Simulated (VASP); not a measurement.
Runs of VASP 6.6.1 on MnSn3. The structure is that of space group Fm-3m (No. 225), or close to it. The cells are those of the table. 

```tsv
level	spin	cell	k mesh	gap on the mesh (eV)	pressure (GPa)	moment (μB)
r2SCAN	off	a = 5.086 Å, angles 60.0°, 4 atoms	10 × 10 × 10	none	-5.9	-
r2SCAN	collinear, ferromagnetic start	a = 5.086 Å, angles 60.0°, 4 atoms	10 × 10 × 10	none	3.4	4.14
PBEsol	collinear, ferromagnetic start	a = 4.800 Å, angles 60.0°, 4 atoms	6 × 6 × 6	none	(b)	(c)
PBEsol	collinear, ferromagnetic start	a = 5.072 Å, angles 60.0°, 4 atoms	6 × 6 × 6	none	0.3	3.73
PBEsol	collinear, ferromagnetic start	a = 5.086 Å, angles 60.0°, 4 atoms	10 × 10 × 10	none	(a)	0.11
```

Alike in all rows: task single point; potentials or basis VASP PAW PBE potentials, release 64 (Sn_d, Mn_pv); cutoff (eV) 520; smearing gaussian 0.1 eV.

Estimate the missing entries.

(a) -7.0; (b) 14.1; (c) 3.12.

Caveats: the PAW data sets were made with another functional, which shifts forces and pressure a little; spin-orbit coupling is left out, which moves the levels of the heavy elements; the cell stands under tension (at least some runs); the cell stands under pressure (at least some runs).

A k mesh can miss the band edges, and the runs leave out spin-orbit coupling on Sn.

A gap of «none» marks levels without a gap at the run's occupations.
